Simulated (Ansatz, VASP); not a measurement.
Two plane-wave programs on Ge

```
Ge
1.0
     0.00000    2.88185    2.88185
     2.88185    0.00000    2.88185
     2.88185    2.88185    0.00000
Ge
2
Direct
  0.00000 0.00000 0.00000
  0.25000 0.25000 0.25000
```

Alike in both runs: functional PBE; k mesh 14 × 14 × 14; occupations fermi-dirac, width 0.15 eV; no spin polarisation.

Ansatz relaxed the structure, and its values are those at the end. VASP's run is a single point on that final structure, the one shown.

|  | VASP | Ansatz |
| --- | --- | --- |
| version | VASP 6.6.1 | Ansatz 0.2.0 |
| potentials or method | VASP PAW PBE potentials, release 64 (Ge_d), cutoff 500 eV | scalar-relativistic, plane waves, PAW |
| valence electrons in the cell | 28 | 28 |

```tsv
	VASP	Ansatz	Ansatz less VASP
gap on the k mesh at the Fermi level (eV)	none	none	-
pressure (GPa)	-0.1	0.0	+0.10
```

A gap of «none» marks a metal or a gap that the smearing closes.
